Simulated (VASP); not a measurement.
Input of a VASP 6.6.1 run:

The input INCAR:

```
PREC = Accurate ; ENCUT = 520
EDIFF = 1E-6 ; ISMEAR = -1
SIGMA = 0.15 ; LREAL = Auto
LASPH = T ; NELM = 80
ALGO = Normal ; ISIF = 2
LWAVE = F ; LCHARG = F
GGA = CA ; NBANDS = 90
```

File KPOINTS:

```
Automatic mesh
0
Gamma
  2 2 2
```

POSCAR

```
NaW8C8
1.0
   -2.8446400000     -4.9270610000      0.0000000000
    4.2669600000     -2.4635310000      0.0000000000
    0.0000000000      0.0000000000      5.5877600000
W C Na
8 8 1
Direct
    0.7308489680      0.4976850517      0.0020759660
    0.7293705811      0.4949183329      0.4786175498
    0.5192526221      0.0058090020     -0.0028634014
    0.5013562855     -0.0107621951      0.4846306928
    0.2536251376      0.5321522141      0.0110240955
    0.2475939505      0.5103201472      0.4767742351
    0.0087513872     -0.0000481499      0.0075880138
    0.0020546776     -0.0228629239      0.4880846708
    0.5351869119      0.6629108539      0.2592988962
    0.4956285045      0.6547951396      0.7168346529
    0.2757369129      0.1735831252      0.2427985454
    0.3125333038      0.1601479127      0.7541483528
    0.0076274062      0.6611726439      0.2537510559
   -0.0129833792      0.7006081520      0.7510701963
    0.7696809556      0.1757375821      0.2445344825
    0.7287511704      0.1421936764      0.7263375664
    0.0094519291      0.3135457880      0.7482783799
```

Potentials or basis: VASP PAW LDA potentials, release 64 (W_sv, C, Na_pv).

Launch:

```sh
$ cat potpaw_LDA.64/W_sv/POTCAR potpaw_LDA.64/C/POTCAR potpaw_LDA.64/Na_pv/POTCAR > POTCAR
$ mpirun -np 1 vasp_std > vasp.out
```

Task: Estimate the band gap on the k mesh.

Result: Zero (an odd number of electrons rules out a gap without spin polarisation).

Task: Estimate the largest force.

Result: 6.825 eV/Å.

Stress tensor (GPa, compression positive):
```
70.36  2.31 -2.44
 2.31 56.93 -2.34
-2.44 -2.34 60.79
```

Caveat: the k points lie up to 0.64 Å⁻¹ apart, too coarse for converged energies and pressures of a metal; spin-orbit coupling is left out, which moves the levels of the heavy elements.
